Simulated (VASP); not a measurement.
PbO:

```xyz
8
Lattice="5.9309 0.0000 0.0000 0.0000 5.5012 0.0000 0.0000 0.0000 4.7082" Properties=species:S:1:pos:R:3 pbc="T T T"
Pb    1.3629   -0.0592    1.1771
Pb    4.5680    5.5604    3.5312
Pb    1.3629    2.8098    3.5312
Pb    4.5680    2.6915    1.1771
O     5.1414    0.5089    1.1771
O     0.7895    4.9923    3.5312
O     5.1414    2.2417    3.5312
O     0.7895    3.2595    1.1771
```

Program: VASP 6.6.1. Alike in all runs: task single point; no spin polarisation; cell as given; cutoff (eV) 520.

Q: Order these runs on this cell by their pressure, lowest first.
A. level LDA; potentials or basis VASP PAW LDA potentials, release 64 (Pb_d, O); k mesh 4 × 6 × 6; smearing gaussian 0.01 eV
B. level r2SCAN+rVV10; potentials or basis VASP PAW PBE potentials, release 64 (Pb_d, O); k mesh 4 × 4 × 6; smearing fermi-dirac 0.02 eV
C. level PBE; potentials or basis VASP PAW PBE potentials, release 64 (Pb_d, O); k mesh 4 × 6 × 6; smearing fermi-dirac 0.02 eV

A: A (-2.1 GPa), B (0.6 GPa), C (4.7 GPa).

Caveats: the cell stands under pressure (at least some runs); the PAW data sets were made with another functional, which shifts forces and pressure a little (at least some runs).
